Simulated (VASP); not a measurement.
CoSi2: single point with r2SCAN

CoSi2:

```xyz
3
Lattice="0.0000 2.7248 2.7248 2.7248 0.0000 2.7248 2.7248 2.7248 0.0000" Properties=species:S:1:pos:R:3 pbc="T T T"
Co    0.0000    0.0000    0.0000
Si    1.3624    1.3624    1.3624
Si    4.0872    4.0872    4.0872
```

```
Program                : VASP 6.6.1
Task                   : single point
Functional             : r2SCAN
Potentials or basis    : VASP PAW PBE potentials, release 64 (Co, Si)
Cutoff                 : 520 eV
k mesh                 : 9 × 9 × 9
Occupations            : fermi-dirac, width 0.1 eV
Spin                   : collinear spin, ferromagnetic start
Starting moments       : [2.5, 0.0, 0.0] μB
Dipole correction      : no
Further INCAR settings : ALGO = Normal; EDIFF = 1e-07; NBANDS = 20
```

```
Pressure                                              : -12.5 GPa
Net moment                                            : 0.00 μB per cell
Valence electrons inside the program's atomic spheres : Co 8.78; Si 1.56
```

Levels at points of the mesh, in eV from the Fermi level:
Spin up:
```
           k point  band 6  band 7  band 8  band 9  band 10  band 11  band 12  band 13
(0.00, 0.00, 0.00)   -1.85    0.70    3.41    3.41     3.41     3.57     3.57     3.57
```
Spin down:
```
           k point  band 6  band 7  band 8  band 9  band 10  band 11  band 12  band 13
(0.00, 0.00, 0.00)   -1.85    0.70    3.41    3.41     3.41     3.57     3.57     3.57
```

Wall time 4.7 min on 1 thread of Intel Xeon 8259CL (shared host), peak memory 0.22 GiB.

Caveat: the cell stands under tension; the moments typed at the start vanished in this run; the PAW data sets were made with another functional, which shifts forces and pressure a little.
